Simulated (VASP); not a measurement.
# PbS in VASP: further runs

PbS is run at these levels: PBE, r2SCAN, HSE06; tasks: single point.

Program: VASP 6.6.1. These are calculated values, not measurements. Logs are shortened: lines on timing, memory, paths and dates and some standing lists are left out, and cuts for length are marked.

## Step 1: The cell of the first run

It takes space group F-43m (No. 216, cubic). The conventional cell has a = 6.602 Å, b = 6.602 Å, c = 6.602 Å, α = 90.00°, β = 90.00°, γ = 90.00°. Pb (site symmetry -43m) has 4 S at 2.86 Å within 3.8 Å. S (site symmetry -43m) has 4 Pb at 2.86 Å within 3.8 Å.

## Step 2: Single point, PBE

INCAR

```
  ALGO = Normal
  EDIFF = 1E-6
  ENCUT = 520
  GGA = PE
  ISIF = 2
  ISMEAR = -1
  LASPH = True
  LCHARG = False
  LREAL = False
  LWAVE = False
  NBANDS = 17
  NELM = 80
  PREC = Accurate
  SIGMA = 0.02
```

KPOINTS

```
k-points
0
Gamma
  6 6 6
```

POSCAR

```
PbS
1.0
    0.0000000000      3.3009772112      3.3009772112
    3.3009772112      0.0000000000      3.3009772112
    3.3009772112      3.3009772112      0.0000000000
Pb S
1 1
Direct
    0.0000000000      0.0000000000      0.0000000000
    0.2500000000      0.2500000000      0.2500000000
```

Potentials or basis: VASP PAW PBE potentials, release 64 (Pb_d, S).

The run is started by

```console
$ cat potpaw_PBE.64/Pb_d/POTCAR potpaw_PBE.64/S/POTCAR > POTCAR
$ mpirun -np 1 vasp_std > vasp.out
```

OUTCAR:

```text
EDIFF = 1E-6
   ENCUT = 520
   GGA = PE
   ISIF = 2
   ISMEAR = -1
   LASPH = True
   LREAL = False
   NELM = 80
   PREC = Accurate

 ion  position               nearest neighbor table
   1  0.000  0.000  0.000-   2 2.86   2 2.86   2 2.86   2 2.86
   2  0.250  0.250  0.250-   1 2.86   1 2.86   1 2.86   1 2.86

  LATTYP: Found a face centered cubic cell.
 ALAT       =     6.6019544224

  Lattice vectors:

 A1 = (   0.0000000000,   3.3009772112,   3.3009772112)
 A2 = (   3.3009772112,   0.0000000000,   3.3009772112)
 A3 = (   3.3009772112,   3.3009772112,   0.0000000000)

Analysis of symmetry for initial positions (statically):
[... 5 lines left out ...]
 face centered cubic supercell.

 Subroutine GETGRP returns: Found 24 space group operations
 (whereof 24 operations were pure point group operations)
 out of a pool of 48 trial point group operations.

The static configuration has the point symmetry T_d .

Analysis of symmetry for dynamics (positions and initial velocities):
[... 5 lines left out ...]
 face centered cubic supercell.

 Subroutine GETGRP returns: Found 24 space group operations
 (whereof 24 operations were pure point group operations)
 out of a pool of 48 trial point group operations.

The dynamic configuration has the point symmetry T_d .

 Subroutine INISYM returns: Found 24 space group operations
 (whereof 24 operations are pure point group operations),
 and found     1 'primitive' translations

----------------------------------------------------------------------------------------

                                     Primitive cell

  volume of cell :      71.9379

  direct lattice vectors                    reciprocal lattice vectors
     0.000000000  3.300977211  3.300977211    -0.151470297  0.151470297  0.151470297
     3.300977211  0.000000000  3.300977211     0.151470297 -0.151470297  0.151470297
     3.300977211  3.300977211  0.000000000     0.151470297  0.151470297 -0.151470297

  length of vectors
     4.668286741  4.668286741  4.668286741     0.262354251  0.262354251  0.262354251

  position of ions in fractional coordinates (direct lattice)
     0.000000000  0.000000000  0.000000000
     0.250000000  0.250000000  0.250000000

  ion indices of the primitive-cell ions
   primitive index   ion index
                 1           1
                 2           2

----------------------------------------------------------------------------------------
[... 55 lines left out ...]
   ISPIN  =      1    spin polarized calculation?
   LNONCOLLINEAR =      F non collinear calculations
   LSORBIT =      F    spin-orbit coupling
   LASPH  =      T    aspherical Exc in radial PAW
   ENCUT  =  520.0 eV  38.22 Ry    6.18 a.u.   8.68  8.68  8.68*2*pi/ulx,y,z
   NELM   =     80;   NELMIN=  2; NELMDL= -5     # of ELM steps
   EDIFF  = 0.1E-05   stopping-criterion for ELM
   LREAL  =      F    real-space projection
   EDIFFG = 0.1E-04   stopping-criterion for IOM
   NSW    =      0    number of steps for IOM
   IBRION =     -1    ionic relax: 0-MD 1-quasi-New 2-CG
   NFREE  =      0    steps in history (QN), initial steepest desc. (CG)
   ISIF   =      2    stress and relaxation
   ISYM   =      2    0-nonsym 1-usesym 2-fastsym
   POTIM  = 0.5000    time-step for ionic-motion
   TEBEG  =    0.0;   TEEND  =   0.0 temperature during run
   PSTRESS=    0.0 pullay stress
   NELECT =      20.0000    total number of electrons
   NUPDOWN=      -1.0000    fix difference up-down
   EMIN   =  10.00;   EMAX   =-10.00  energy-range for DOS
   EFERMI =   0.00;   METHOD = LEGACY
   ISMEAR =    -1;   SIGMA  =   0.02  broadening in eV -4-tet -1-fermi 0-gaus
   EFERMI_NEDOS =   21; number of points for ismear=-14 and -15
   IALGO  =     38    algorithm
   IMIX   =      4    mixing-type and parameters
     AMIX     =   0.40;   BMIX     =  1.00
     AMIX_MAG =   1.60;   BMIX_MAG =  1.00
  volume/ion in A,a.u.               =      35.97       242.73
  Fermi-wavevector in a.u.,A,eV,Ry     =   1.068478  2.019131 15.533030  1.141646
  Thomas-Fermi vector in A             =   2.204128
   LORBIT       =      0    0 simple, 1 ext, 2 COOP (PROOUT), +10 PAW based schemes
   GGA     = PE    functional components
   LHFCALC =     F    Hartree Fock is set to
   AEXX    =    0.0000 exact exchange contribution
   IVDW    =     0    specifies the selected vdW correction
   LEPSILON=     F    determine dielectric tensor
   LRPA    =     F    only Hartree local field effects (RPA)
 non-spin polarized calculation
  energy-cutoff  :      520.00
  volume of cell :       71.94
 maximum number of plane-waves:      1964
   NGX = 17   NGY = 17   NGZ = 17

 number of electron      19.9999996 magnetization

 Free energy of the ion-electron system (eV)
  ---------------------------------------------------
  ext. energy  EPLUGINS =         0.00000000
  ---------------------------------------------------
  free energy    TOTEN  =        -8.40539351 eV

  energy without entropy =       -8.40539351  energy(sigma->0) =       -8.40539351

 E-fermi :   3.2247     XC(G=0):  -7.9218

 val. band max:        2.7625010209   @ k =  -0.3333   0.5000   0.1667
 cond. band min:       3.6760948941   @ k =   0.5000   0.5000   0.0000
 fundamental gap:      0.9135938732
 Fermi energy:         3.2247452647

 k-point     1 :       0.0000    0.0000    0.0000
  band No.  band energies     occupation
      1     -13.7754      2.00000
      2     -13.7754      2.00000
      3     -13.7754      2.00000
      4     -13.7393      2.00000
      5     -13.7393      2.00000
      6      -9.7398      2.00000
[... 297 lines left out ...]
      4     -13.7440      2.00000
      5     -13.7330      2.00000
      6      -8.7151      2.00000
[... 9 lines left out ...]
     16      12.5484      0.00000
     17      12.6111      0.00000

------------------------ aborting loop because EDIFF is reached ----------------------------------------

  FORCE on cell =-STRESS in cart. coord.  units (eV):
  Direction    XX          YY          ZZ          XY          YZ          ZX
  --------------------------------------------------------------------------------------
  -------------------------------------------------------------------------------------
  Total        0.3173705      0.3173705      0.3173705      0.0000000      0.0000000      0.0000000
  in kB        7.0683743      7.0683743      7.0683743      0.0000000      0.0000000      0.0000000
  external PRESSURE =       7.0683743 kB  Pullay stress =       0.0000000 kB

 VOLUME and BASIS-vectors are now :
 -----------------------------------------------------------------------------
  energy-cutoff  :      520.00
  volume of cell :       71.94
      direct lattice vectors                 reciprocal lattice vectors
     0.000000000  3.300977211  3.300977211    -0.151470297  0.151470297  0.151470297
     3.300977211  0.000000000  3.300977211     0.151470297 -0.151470297  0.151470297
     3.300977211  3.300977211  0.000000000     0.151470297  0.151470297 -0.151470297

 POSITION                                       TOTAL-FORCE (eV/Angst)
 -----------------------------------------------------------------------------------
      0.00000      0.00000      0.00000         0.000000     -0.000000      0.000000
      1.65049      1.65049      1.65049        -0.000000      0.000000     -0.000000
 -----------------------------------------------------------------------------------
    total drift:                                0.000000      0.000000      0.000000

  FREE ENERGIE OF THE ION-ELECTRON SYSTEM (eV)
  ---------------------------------------------------
  free  energy   TOTEN  =        -8.4053935070 eV

  energy  without entropy=       -8.4053935070  energy(sigma->0) =       -8.40539351
```

OSZICAR:

```text
N       E                     dE             d eps       ncg     rms          rms(c)
DAV:   1     0.160632261101E+03    0.16063E+03   -0.93029E+03   544   0.112E+03
DAV:   2     0.498314068542E+01   -0.15565E+03   -0.14914E+03   568   0.293E+02
DAV:   3    -0.873826965523E+01   -0.13721E+02   -0.13632E+02   722   0.947E+01
DAV:   4    -0.909907688663E+01   -0.36081E+00   -0.36047E+00   693   0.186E+01
DAV:   5    -0.911235427800E+01   -0.13277E-01   -0.13277E-01   761   0.321E+00    0.495E+00
DAV:   6    -0.839882150332E+01    0.71353E+00   -0.21226E+00   815   0.900E+00    0.372E+00
DAV:   7    -0.839953550241E+01   -0.71400E-03   -0.19304E-01   583   0.209E+00    0.195E+00
DAV:   8    -0.840395023719E+01   -0.44147E-02   -0.19510E-02   622   0.151E+00    0.162E-01
DAV:   9    -0.840457237667E+01   -0.62214E-03   -0.64453E-03   701   0.570E-01    0.189E-01
DAV:  10    -0.840523252812E+01   -0.66015E-03   -0.90864E-04   561   0.203E-01    0.504E-02
DAV:  11    -0.840537547351E+01   -0.14295E-03   -0.22761E-04   651   0.122E-01    0.336E-02
DAV:  12    -0.840539149018E+01   -0.16017E-04   -0.39951E-05   625   0.659E-02    0.509E-03
DAV:  13    -0.840539304108E+01   -0.15509E-05   -0.25157E-06   653   0.133E-02    0.215E-03
DAV:  14    -0.840539350700E+01   -0.46592E-06   -0.82745E-07   525   0.482E-03
   1 F= -.84053935E+01 E0= -.84053935E+01  d E =-.698730E-11
```

stdout:

```text
POSCAR found type information on POSCAR PbS
 POSCAR found :  2 types and       2 ions
 scaLAPACK will be used
 LDA part: xc-table for (Slater+PW92), standard interpolation
 POSCAR, INCAR and KPOINTS ok, starting setup
 FFT: planning ... GRIDC
 FFT: planning ... GRID_SOFT
 FFT: planning ... GRID
 WAVECAR not read
 entering main loop
```

Wall time 12 s (1 thread of Intel Xeon Platinum 8488C (Sapphire Rapids), shared host); peak memory 0.2 GiB.

Results:

* Free energy: -8.4054 eV
* Pressure: 0.7 GPa
* Band gap on the k mesh: 0.91 eV, indirect (least direct gap 1.27 eV)

Levels at points of the mesh, in eV from the valence-band top:
```tsv
k point	band 7	band 8	band 9	band 10	band 11	band 12	band 13	band 14
(0.00, 0.00, 0.00)	-5.83	-1.62	-1.62	-1.62	2.60	2.60	2.60	5.41
(0.50, 0.00, 0.00)	-7.60	-2.12	-2.12	-1.81	3.31	3.31	3.71	7.18
(0.50, 0.50, 0.00)	-8.00	-2.82	-2.82	-0.35	0.91	5.20	5.20	6.11
```

Caveat: spin-orbit coupling is left out, which moves the levels of the heavy elements.

## Step 3: Single point, r2SCAN

POSCAR is that of step 2.

INCAR.step1

```
ALGO = Normal ; EDIFF = 1E-4
ENCUT = 520 ; GGA = PE
ISMEAR = 0 ; LASPH = True
LCHARG = False ; LREAL = False
LWAVE = True ; NBANDS = 17
NELM = 100 ; PREC = Accurate
SIGMA = 0.01
```

INCAR.step2

```
ALGO = Normal ; EDIFF = 1E-6
ENCUT = 520 ; ISIF = 2
ISMEAR = 0 ; ISTART = 1
LASPH = True ; LCHARG = True
LELF = True ; LMIXTAU = True
LREAL = False ; LVHAR = True
LWAVE = False ; METAGGA = R2SCAN
NBANDS = 17 ; NELM = 100
PREC = Accurate ; SIGMA = 0.01
```

KPOINTS is that of step 2.

Potentials or basis: VASP PAW PBE potentials, release 64 (Pb_d, S).

The run is started by

```console
$ cat potpaw_PBE.64/Pb_d/POTCAR potpaw_PBE.64/S/POTCAR > POTCAR
$ cp INCAR.step1 INCAR
$ mpirun -np 1 vasp_std > vasp.out
$ cp INCAR.step2 INCAR
$ mpirun -np 1 vasp_std > vasp.out
```

It took 45 s on 1 thread of Intel Xeon Platinum 8488C (Sapphire Rapids), shared host; peak memory 0.22 GiB.

The run converged. Its results:

```yaml
Free_energy: -65.1123 eV
Pressure: 0.0 GPa
Band_gap_on_the_k_mesh: 1.07 eV, indirect (least direct gap 1.44 eV)
```

Levels at points of the mesh, in eV from the valence-band top:
| k point | band 7 | band 8 | band 9 | band 10 | band 11 | band 12 | band 13 | band 14 |
| --- | --- | --- | --- | --- | --- | --- | --- | --- |
| (0.00, 0.00, 0.00) | -5.91 | -1.73 | -1.73 | -1.73 | 2.85 | 2.85 | 2.85 | 5.53 |
| (0.50, 0.00, 0.00) | -7.81 | -2.24 | -2.24 | -1.83 | 3.58 | 3.58 | 3.95 | 7.35 |
| (0.50, 0.50, 0.00) | -8.22 | -2.95 | -2.95 | -0.37 | 1.07 | 5.58 | 5.58 | 6.37 |

Caveat: the PAW data sets were made with another functional, which shifts forces and pressure a little; spin-orbit coupling is left out, which moves the levels of the heavy elements.

## Step 4: Single point, r2SCAN (strain +0.5%)

POSCAR

```
PbS
1.0
    0.0000000000      3.3174820973      3.3174820973
    3.3174820973      0.0000000000      3.3174820973
    3.3174820973      3.3174820973      0.0000000000
Pb S
1 1
Direct
    0.0000000000      0.0000000000      0.0000000000
    0.2500000000      0.2500000000      0.2500000000
```

Edit INCAR.step1 of step 3 so:

```diff
@@ -5,3 +5,3 @@
 LWAVE = True ; NBANDS = 17
-NELM = 100 ; PREC = Accurate
+NELM = 60 ; PREC = Accurate
 SIGMA = 0.01
```

INCAR.step2

```
ALGO = Normal ; EDIFF = 1E-7
ENCUT = 520 ; ISIF = 2
ISMEAR = 0 ; ISTART = 1
LASPH = True ; LCHARG = False
LMIXTAU = True ; LREAL = False
LWAVE = False ; METAGGA = R2SCAN
NBANDS = 17 ; NELM = 60
PREC = Accurate ; SIGMA = 0.01
```

KPOINTS is that of step 3.

The run is started by

```console
$ cat potpaw_PBE.64/Pb_d/POTCAR potpaw_PBE.64/S/POTCAR > POTCAR
$ cp INCAR.step1 INCAR
$ mpirun -np 1 vasp_std > vasp.out
$ cp INCAR.step2 INCAR
$ mpirun -np 1 vasp_std > vasp.out
```

Run time: 51 s. Hardware: 1 thread of Intel Xeon Platinum 8488C (Sapphire Rapids), shared host; peak memory 0.22 GiB.

It converged, with:

| Item | Value |
| --- | --- |
| Free energy | -65.1106 eV |
| Pressure | -0.6 GPa |
| Band gap on the k mesh | 1.10 eV, indirect (least direct gap 1.46 eV) |

Levels at points of the mesh, in eV from the valence-band top:
```csv
k point,band 6,band 7,band 8,band 9,band 10,band 11,band 12,band 13,band 14,band 15
"(0.00, 0.00, 0.00)",-12.99,-5.94,-1.68,-1.68,-1.68,2.86,2.86,2.86,5.51,9.22
"(0.50, 0.00, 0.00)",-12.26,-7.76,-2.18,-2.18,-1.80,3.58,3.58,3.92,7.35,8.97
"(0.50, 0.50, 0.00)",-11.98,-8.17,-2.87,-2.87,-0.36,1.10,5.52,5.52,6.38,9.09
```

Caveat: the cell differs from its parent crystal (strain +0.5%); the PAW data sets were made with another functional, which shifts forces and pressure a little; spin-orbit coupling is left out, which moves the levels of the heavy elements. A k mesh can miss the band edges.

## Step 5: Single point, PBE (uniaxial z strain -2.5%)

INCAR

```
SYSTEM = PbS
ALGO = Normal
EDIFF = 1E-6
ENCUT = 520
GGA = PE
ISIF = 2
ISMEAR = -1
LASPH = .TRUE.
LCHARG = .FALSE.
LREAL = .FALSE.
LWAVE = .FALSE.
NBANDS = 17
NELM = 80
PREC = Accurate
SIGMA = 0.02
```

KPOINTS

```
k-points
0
G
  6 6 6
  0 0 0
```

POSCAR

```
PbS
1.0
    0.0000000000      3.3009772112      3.2184527809
    3.3009772112      0.0000000000      3.2184527809
    3.3009772112      3.3009772112      0.0000000000
Pb S
1 1
Direct
    0.0000000000      0.0000000000      0.0000000000
    0.2500000000      0.2500000000      0.2500000000
```

The run is started by

```console
$ cat potpaw_PBE.64/Pb_d/POTCAR potpaw_PBE.64/S/POTCAR > POTCAR
$ mpirun -np 1 vasp_std > vasp.out
```

Wall time 30 s (1 thread of Intel Xeon Platinum 8488C (Sapphire Rapids), shared host); peak memory 0.21 GiB.

The run converged. Its results:

```
Free energy            : -8.3913 eV
Pressure               : 1.7 GPa
Band gap on the k mesh : 0.77 eV, indirect (least direct gap 1.22 eV)
```

Levels at points of the mesh, in eV from the valence-band top:
```tsv
k point	band 6	band 7	band 8	band 9	band 10	band 11	band 12	band 13	band 14	band 15
(0.00, 0.00, 0.00)	-12.71	-5.82	-1.77	-1.77	-1.68	2.50	2.57	2.57	5.39	8.52
(0.50, 0.00, 0.00)	-11.94	-7.71	-2.31	-2.22	-1.91	3.24	3.29	3.72	7.14	8.66
(0.50, 0.50, 0.00)	-11.61	-8.08	-3.04	-3.04	-0.48	0.77	5.26	5.26	6.13	8.85
(0.50, 0.00, 0.50)	-11.64	-8.14	-2.96	-2.95	-0.38	0.84	5.18	5.31	6.02	8.81
```

Caveat: the cell differs from its parent crystal (uniaxial z strain -2.5%); spin-orbit coupling is left out, which moves the levels of the heavy elements. A k mesh can miss the band edges.

## Step 6: Single point, HSE06

POSCAR

```
PbS
1.0
    0.0000000000      3.3009772112      3.3009772112
    3.3009772112      0.0000000000      3.3009772112
    3.3009772112      3.3009772112      0.0000000000
Pb S
1 1
Direct
    0.0000000000      0.0000000000      0.0000000000
    0.2500000000      0.2500000000      0.2500000000
```

INCAR.step1

```
SYSTEM = PbS
ALGO = Normal
EDIFF = 1E-5
ENCUT = 520
GGA = PE
ISIF = 2
ISMEAR = 0
LASPH = .True.
LCHARG = .False.
LREAL = .False.
LWAVE = .True.
NBANDS = 17
NELM = 80
PREC = Accurate
SIGMA = 0.01
```

INCAR.step2

```
SYSTEM = PbS
ALGO = Normal
EDIFF = 1E-6
ENCUT = 520
GGA = PE
HFSCREEN = 0.2079
ISIF = 2
ISMEAR = 0
ISTART = 1
LASPH = .True.
LCHARG = .False.
LHFCALC = .True.
LREAL = .False.
LWAVE = .False.
NBANDS = 17
NELM = 80
PREC = Accurate
PRECFOCK = Normal
SIGMA = 0.01
```

KPOINTS

```
k-points
0
Gamma
  4 4 4
  0 0 0
```

Potentials or basis: VASP PAW PBE potentials, release 64 (Pb_d, S).

The run is started by

```console
$ cat potpaw_PBE.64/Pb_d/POTCAR potpaw_PBE.64/S/POTCAR > POTCAR
$ cp INCAR.step1 INCAR
$ mpirun -np 1 vasp_std > vasp.out
$ cp INCAR.step2 INCAR
$ mpirun -np 1 vasp_std > vasp.out
```

It took 18 min on 1 thread of AMD EPYC 7R43 (Zen 3), shared host; peak memory 0.27 GiB.

The run converged. Its results:

| Quantity | Value |
| --- | --- |
| Free energy | -9.9834 eV |
| Pressure | 0.0 GPa |
| Band gap on the k mesh | 1.29 eV, indirect (least direct gap 1.81 eV) |

Levels at points of the mesh, in eV from the valence-band top:
```
           k point  band 8  band 9  band 10  band 11  band 12  band 13
(0.00, 0.00, 0.00)   -2.03   -2.03    -2.03     3.11     3.11     3.11
(0.50, 0.00, 0.00)   -2.58   -2.58    -2.05     3.86     3.86     4.28
(0.50, 0.50, 0.00)   -3.33   -3.33    -0.52     1.29     5.96     5.96
```

Caveat: the PAW data sets were made with another functional, which shifts forces and pressure a little; spin-orbit coupling is left out, which moves the levels of the heavy elements. A k mesh can miss the band edges.

## Step 7: Overview

| level | cell | k mesh | smearing | grid for exact exchange (PRECFOCK) | screening parameter | gap on the mesh (eV) | pressure (GPa) |
| --- | --- | --- | --- | --- | --- | --- | --- |
| PBE | a = 4.668 Å, angles 60.0°, 2 atoms | 6 × 6 × 6 | fermi-dirac 0.02 eV | - | - | 0.91 | 0.7 |
| r2SCAN | a = 4.668 Å, angles 60.0°, 2 atoms | 6 × 6 × 6 | gaussian 0.01 eV | - | - | 1.07 | 0.0 |
| r2SCAN | a = 4.692 Å, angles 60.0°, 2 atoms | 6 × 6 × 6 | gaussian 0.01 eV | - | - | 1.10 | -0.6 |
| PBE | a = 4.610, b = 4.610, c = 4.668 Å, angles 59.6, 59.6, 60.8°, 2 atoms | 6 × 6 × 6 | fermi-dirac 0.02 eV | - | - | 0.77 | 1.7 |
| HSE06 | a = 4.668 Å, angles 60.0°, 2 atoms | 4 × 4 × 4 | gaussian 0.01 eV | Normal | 0.2079 1/Å | 1.29 | 0.0 |

Alike in all rows: task single point; potentials or basis VASP PAW PBE potentials, release 64 (Pb_d, S); no spin polarisation; cutoff (eV) 520.

On the cell as given the gap runs from 0.91 eV (PBE) to 1.29 eV (HSE06); the meshes differ, which moves gaps too. The pressure there spans 0.0 GPa (r2SCAN) to 0.7 GPa (PBE); a positive pressure means that this level wants a larger cell, a negative one a smaller.

Caveats: spin-orbit coupling is left out, which moves the levels of the heavy elements; the PAW data sets were made with another functional, which shifts forces and pressure a little (some runs).

Absolute energies hang on the potentials; compare differences alone.
